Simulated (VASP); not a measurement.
# Cs4N3 (Pm-3m) in VASP: single point with PBE

Aim: the single point of Cs4N3 with PBE.

Program: VASP 6.6.1. These are calculated values, not measurements. Logs are shortened: lines on timing, memory, paths and dates and some standing lists are left out, and cuts for length are marked.

## (1) The cell of the first run

It takes space group Pm-3m (No. 221, cubic). Conventional cell: a = 6.268 Å, b = 6.268 Å, c = 6.268 Å, α = 90.00°, β = 90.00°, γ = 90.00°. Within 4.1 Å of Cs (site symmetry 4/mmm) lie 4 N at 3.13 Å. Cs (site symmetry m-3m) has 6 N at 3.13 Å within 4.1 Å. Within 4.1 Å of N (site symmetry 4/mmm) lie 6 Cs at 3.13 Å.

The cell was generated, and may not be a known phase.

## (2) Single point, PBE, collinear spin, ferromagnetic start

Contents of INCAR:

```
  PREC = Accurate
  ENCUT = 520
  EDIFF = 1E-6
  ISMEAR = 0
  SIGMA = 0.1
  LREAL = F
  LASPH = T
  NELM = 150
  ALGO = Normal
  ISIF = 2
  LWAVE = F
  LCHARG = T
  ISPIN = 2
  MAGMOM = 0 0 0 0 1.72 1.72 1.72
  LORBIT = 11
  GGA = PE
  LELF = T
  LVHAR = T
  NBANDS = 38
```

Contents of KPOINTS:

```
regular mesh
0
Gamma
  6 6 6
```

Contents of POSCAR:

```
Cs4N3
1.0
    6.2677011385      0.0000000000      0.0000000000
    0.0000000000      6.2677011385      0.0000000000
    0.0000000000      0.0000000000      6.2677011385
Cs N
4 3
Direct
    0.5000000000      0.0000000000      0.0000000000
    0.0000000000      0.5000000000      0.0000000000
    0.0000000000      0.0000000000      0.5000000000
    0.5000000000      0.5000000000      0.5000000000
    0.0000000000      0.5000000000      0.5000000000
    0.5000000000      0.0000000000      0.5000000000
    0.5000000000      0.5000000000      0.0000000000
```

Potentials or basis: VASP PAW PBE potentials, release 64 (Cs_sv, N).

Run with:

```sh
cat potpaw_PBE.64/Cs_sv/POTCAR potpaw_PBE.64/N/POTCAR > POTCAR
mpirun -np 1 vasp_std > vasp.out
```

OUTCAR:

```text
PREC = Accurate
   ENCUT = 520
   EDIFF = 1E-6
   ISMEAR = 0
   LREAL = F
   LASPH = T
   NELM = 150
   ISIF = 2
   ISPIN = 2
   LORBIT = 11
   GGA = PE

 ion  position               nearest neighbor table
   1  0.500  0.000  0.000-
   2  0.000  0.500  0.000-
   3  0.000  0.000  0.500-
   4  0.500  0.500  0.500-
   5  0.000  0.500  0.500-
   6  0.500  0.000  0.500-
   7  0.500  0.500  0.000-

  LATTYP: Found a simple cubic cell.
 ALAT       =     6.2677011385

  Lattice vectors:

 A1 = (   6.2677011385,   0.0000000000,   0.0000000000)
 A2 = (   0.0000000000,   6.2677011385,   0.0000000000)
 A3 = (   0.0000000000,   0.0000000000,   6.2677011385)

Analysis of symmetry for initial positions (statically):
=====================================================================
 Subroutine PRICEL returns:
 Original cell was already a primitive cell.

 Routine SETGRP: Setting up the symmetry group for a
 simple cubic supercell.

 Subroutine GETGRP returns: Found 48 space group operations
 (whereof 48 operations were pure point group operations)
 out of a pool of 48 trial point group operations.

The static configuration has the point symmetry O_h .

Analysis of symmetry for dynamics (positions and initial velocities):
=====================================================================
 Subroutine PRICEL returns:
 Original cell was already a primitive cell.

 Routine SETGRP: Setting up the symmetry group for a
 simple cubic supercell.

 Subroutine GETGRP returns: Found 48 space group operations
 (whereof 48 operations were pure point group operations)
 out of a pool of 48 trial point group operations.

The dynamic configuration has the point symmetry O_h .

Analysis of structural, dynamic, and magnetic symmetry:
=====================================================================
 Subroutine PRICEL returns:
 Original cell was already a primitive cell.

 Routine SETGRP: Setting up the symmetry group for a
 simple cubic supercell.

 Subroutine GETGRP returns: Found 48 space group operations
 (whereof 48 operations were pure point group operations)
 out of a pool of 48 trial point group operations.

The overall configuration has the point symmetry O_h .

 Subroutine INISYM returns: Found 48 space group operations
 (whereof 48 operations are pure point group operations),
 and found     1 'primitive' translations

----------------------------------------------------------------------------------------

                                     Primitive cell

  volume of cell :     246.2209

  direct lattice vectors                    reciprocal lattice vectors
     6.267701138  0.000000000  0.000000000     0.159548131  0.000000000  0.000000000
     0.000000000  6.267701138  0.000000000     0.000000000  0.159548131  0.000000000
     0.000000000  0.000000000  6.267701138     0.000000000  0.000000000  0.159548131

  length of vectors
     6.267701138  6.267701138  6.267701138     0.159548131  0.159548131  0.159548131

  position of ions in fractional coordinates (direct lattice)
     0.500000000  0.000000000  0.000000000
     0.000000000  0.500000000  0.000000000
     0.000000000  0.000000000  0.500000000
     0.500000000  0.500000000  0.500000000
     0.000000000  0.500000000  0.500000000
     0.500000000  0.000000000  0.500000000
     0.500000000  0.500000000  0.000000000

  ion indices of the primitive-cell ions
   primitive index   ion index
                 1           1
                 2           2
                 3           3
                 4           4
                 5           5
                 6           6
                 7           7

----------------------------------------------------------------------------------------

 KPOINTS: regular mesh

Automatic generation of k-mesh.
 Grid dimensions read from file:
 generate k-points for:    6    6    6

 Generating k-lattice:

  Cartesian coordinates                     Fractional coordinates (reciprocal lattice)
     0.026591355  0.000000000  0.000000000     0.166666667  0.000000000  0.000000000
     0.000000000  0.026591355  0.000000000     0.000000000  0.166666667  0.000000000
     0.000000000  0.000000000  0.026591355     0.000000000  0.000000000  0.166666667

  Length of vectors
     0.026591355  0.026591355  0.026591355

  Shift w.r.t. Gamma in fractional coordinates (k-lattice)
     0.000000000  0.000000000  0.000000000

 Subroutine IBZKPT returns following result:
 ===========================================

 Found     20 irreducible k-points:

 Following reciprocal coordinates:
            Coordinates               Weight
  0.000000  0.000000  0.000000      1.000000
  0.166667  0.000000  0.000000      6.000000
  0.333333  0.000000  0.000000      6.000000
  0.500000  0.000000  0.000000      3.000000
  0.166667  0.166667  0.000000     12.000000
  0.333333  0.166667  0.000000     24.000000
[... 12 lines left out ...]
  0.500000  0.500000  0.333333      6.000000
  0.500000  0.500000  0.500000      1.000000
   k-points           NKPTS =     20   k-points in BZ     NKDIM =     20   number of bands    NBANDS=     38
   number of dos      NEDOS =    301   number of ions     NIONS =      7
   total plane-waves  NPLWV = 110592
   dimension x,y,z NGX =    48 NGY =   48 NGZ =   48
   dimension x,y,z NGXF=    96 NGYF=   96 NGZF=   96
   ions per type =               4   3
   NGX,Y,Z   is equivalent  to a cutoff of  12.73, 12.73, 12.73 a.u.
   NGXF,Y,Z  is equivalent  to a cutoff of  25.46, 25.46, 25.46 a.u.
 SYSTEM =  unknown system
   PREC   = accura    normal or accurate (medium, high low for compatibility)
   ISTART =      0    job   : 0-new  1-cont  2-samecut
   ICHARG =      2    charge: 1-file 2-atom 10-const
   ISPIN  =      2    spin polarized calculation?
   LNONCOLLINEAR =      F non collinear calculations
   LSORBIT =      F    spin-orbit coupling
   LASPH  =      T    aspherical Exc in radial PAW
   ENCUT  =  520.0 eV  38.22 Ry    6.18 a.u.  11.65 11.65 11.65*2*pi/ulx,y,z
   NELM   =    150;   NELMIN=  2; NELMDL= -5     # of ELM steps
   EDIFF  = 0.1E-05   stopping-criterion for ELM
   LREAL  =      F    real-space projection
   EDIFFG = 0.1E-04   stopping-criterion for IOM
   NSW    =      0    number of steps for IOM
   IBRION =     -1    ionic relax: 0-MD 1-quasi-New 2-CG
   NFREE  =      0    steps in history (QN), initial steepest desc. (CG)
   ISIF   =      2    stress and relaxation
   ISYM   =      2    0-nonsym 1-usesym 2-fastsym
   POTIM  = 0.5000    time-step for ionic-motion
   TEBEG  =    0.0;   TEEND  =   0.0 temperature during run
   PSTRESS=    0.0 pullay stress
   NELECT =      51.0000    total number of electrons
   NUPDOWN=      -1.0000    fix difference up-down
   EMIN   =  10.00;   EMAX   =-10.00  energy-range for DOS
   EFERMI =   0.00;   METHOD = LEGACY
   ISMEAR =     0;   SIGMA  =   0.10  broadening in eV -4-tet -1-fermi 0-gaus
   EFERMI_NEDOS =   21; number of points for ismear=-14 and -15
   IALGO  =     38    algorithm
   IMIX   =      4    mixing-type and parameters
     AMIX     =   0.40;   BMIX     =  1.00
     AMIX_MAG =   1.60;   BMIX_MAG =  1.00
  volume/ion in A,a.u.               =      35.17       237.37
  Fermi-wavevector in a.u.,A,eV,Ry     =   0.968627  1.830440 12.765509  0.938238
  Thomas-Fermi vector in A             =   2.098612
   LORBIT       =     11    0 simple, 1 ext, 2 COOP (PROOUT), +10 PAW based schemes
   GGA     = PE    functional components
   LHFCALC =     F    Hartree Fock is set to
   AEXX    =    0.0000 exact exchange contribution
   IVDW    =     0    specifies the selected vdW correction
   LEPSILON=     F    determine dielectric tensor
   LRPA    =     F    only Hartree local field effects (RPA)
 spin polarized calculation
 Gauss-broadening in eV      SIGMA  =   0.10
  energy-cutoff  :      520.00
  volume of cell :      246.22
 maximum number of plane-waves:      6704
 NGX is ok and might be reduce to    48
   NGX = 23   NGY = 23   NGZ = 23

 number of electron      50.9999985 magnetization       5.0121145

 Free energy of the ion-electron system (eV)
  ---------------------------------------------------
  ext. energy  EPLUGINS =         0.00000000
  ---------------------------------------------------
  free energy    TOTEN  =       -20.82228590 eV

  energy without entropy =      -20.79013123  energy(sigma->0) =      -20.80620857

 E-fermi :   1.7733     XC(G=0):  -7.7718

 val. band max:        1.7671354871   @ k =   0.3333   0.1667   0.1667
 cond. band min:       1.7858208901   @ k =   0.5000   0.5000   0.5000
 fundamental gap:      0.0186854030
 Fermi energy:         1.7732502809

 spin component 1

 k-point     1 :       0.0000    0.0000    0.0000
  band No.  band energies     occupation
      1     -20.5984      1.00000
      2     -20.4896      1.00000
      3     -20.4896      1.00000
      4     -19.6656      1.00000
      5     -11.2314      1.00000
      6     -11.2314      1.00000
[... 29 lines left out ...]
     36       6.1070      0.00000
     37       6.8408      0.00000

 k-point     2 :       0.1667    0.0000    0.0000
  band No.  band energies     occupation
      1     -20.5914      1.00000
      2     -20.4958      1.00000
      3     -20.4892      1.00000
      4     -19.6659      1.00000
      5     -11.2556      1.00000
      6     -11.2527      1.00000
[... 29 lines left out ...]
     36       6.2816      0.00000
     37       6.5770      0.00000
[... 678 lines left out ...]
     36       7.2113      0.00000
     37       7.2982      0.00000

 k-point    20 :       0.5000    0.5000    0.5000
  band No.  band energies     occupation
      1     -20.5208      1.00000
      2     -20.5208      1.00000
      3     -20.5208      1.00000
      4     -19.6633      1.00000
      5     -11.4937      1.00000
      6     -11.4937      1.00000
[... 29 lines left out ...]
     36       7.2212      0.00000
     37       7.5931      0.00000
 Fermi energy:         1.7732502809

 spin component 2

 k-point     1 :       0.0000    0.0000    0.0000
  band No.  band energies     occupation
      1     -20.5771      1.00000
      2     -20.4708      1.00000
      3     -20.4708      1.00000
      4     -19.5989      1.00000
      5      -8.9997      1.00000
      6      -8.9997      1.00000
[... 29 lines left out ...]
     36       6.1386      0.00000
     37       7.1512      0.00000

 k-point     2 :       0.1667    0.0000    0.0000
  band No.  band energies     occupation
      1     -20.5704      1.00000
      2     -20.4769      1.00000
      3     -20.4705      1.00000
      4     -19.5993      1.00000
      5      -9.0719      1.00000
      6      -9.0701      1.00000
[... 29 lines left out ...]
     36       6.3314      0.00000
     37       6.7187      0.00000
[... 678 lines left out ...]
     36       7.5068      0.00000
     37       7.6092      0.00000

 k-point    20 :       0.5000    0.5000    0.5000
  band No.  band energies     occupation
      1     -20.5025      1.00000
      2     -20.5025      1.00000
      3     -20.5025      1.00000
      4     -19.5985      1.00000
      5      -9.6219      1.00000
      6      -9.6219      1.00000
[... 29 lines left out ...]
     36       7.6184      0.00000
     37       7.8130      0.00000
 [bands above 37 left out]

------------------------ aborting loop because EDIFF is reached ----------------------------------------

  FORCE on cell =-STRESS in cart. coord.  units (eV):
  Direction    XX          YY          ZZ          XY          YZ          ZX
  --------------------------------------------------------------------------------------
  -------------------------------------------------------------------------------------
  Total        0.1116633      0.1116633      0.1116633      0.0000000      0.0000000     -0.0000000
  in kB        0.7266017      0.7266017      0.7266017      0.0000000      0.0000000     -0.0000000
  external PRESSURE =       0.7266017 kB  Pullay stress =       0.0000000 kB

 VOLUME and BASIS-vectors are now :
 -----------------------------------------------------------------------------
  energy-cutoff  :      520.00
  volume of cell :      246.22
      direct lattice vectors                 reciprocal lattice vectors
     6.267701138  0.000000000  0.000000000     0.159548131  0.000000000  0.000000000
     0.000000000  6.267701138  0.000000000     0.000000000  0.159548131  0.000000000
     0.000000000  0.000000000  6.267701138     0.000000000  0.000000000  0.159548131

 POSITION                                       TOTAL-FORCE (eV/Angst)
 -----------------------------------------------------------------------------------
      3.13385      0.00000      0.00000         0.000000      0.000000      0.000000
      0.00000      3.13385      0.00000         0.000000      0.000000      0.000000
      0.00000      0.00000      3.13385         0.000000      0.000000      0.000000
      3.13385      3.13385      3.13385         0.000000      0.000000      0.000000
      0.00000      3.13385      3.13385         0.000000      0.000000      0.000000
      3.13385      0.00000      3.13385         0.000000      0.000000      0.000000
      3.13385      3.13385      0.00000         0.000000      0.000000      0.000000
 -----------------------------------------------------------------------------------
    total drift:                                0.000000      0.000000      0.000000

  FREE ENERGIE OF THE ION-ELECTRON SYSTEM (eV)
  ---------------------------------------------------
  free  energy   TOTEN  =       -20.8222859020 eV

  energy  without entropy=      -20.7901312312  energy(sigma->0) =      -20.80620857

 total charge

# of ion       s       p       d       tot
------------------------------------------
    1        1.841   4.668   0.059   6.568
    2        1.841   4.668   0.059   6.568
    3        1.841   4.668   0.059   6.568
    4        1.844   4.672   0.051   6.568
    5        1.310   2.107   0.000   3.417
    6        1.310   2.107   0.000   3.417
    7        1.310   2.107   0.000   3.417
--------------------------------------------------
tot         11.298  24.996   0.228  36.523

 magnetization (x)

# of ion       s       p       d       tot
------------------------------------------
    1       -0.003   0.038  -0.007   0.028
    2       -0.003   0.038  -0.007   0.028
    3       -0.003   0.038  -0.007   0.028
    4        0.001   0.071   0.013   0.086
    5        0.025   1.038   0.000   1.063
    6        0.025   1.038   0.000   1.063
    7        0.025   1.038   0.000   1.063
--------------------------------------------------
tot          0.068   3.300  -0.008   3.360
```

Wall time 15 min (1 thread of Intel Xeon 8259CL, shared host); peak memory 0.56 GiB.

Results:

- Free energy: -20.8223 eV
- Pressure: 0.1 GPa
- Band gap on the k mesh: zero (filled and empty bands overlap)
- Net moment: 5.01 μB per cell
- Site moments: Cs +0.03, +0.09 (each value once); N +1.06 μB
- Valence electrons inside the program's atomic spheres: Cs 6.57; N 3.42

Caveat: spin-orbit coupling is left out, which moves the levels of the heavy elements.
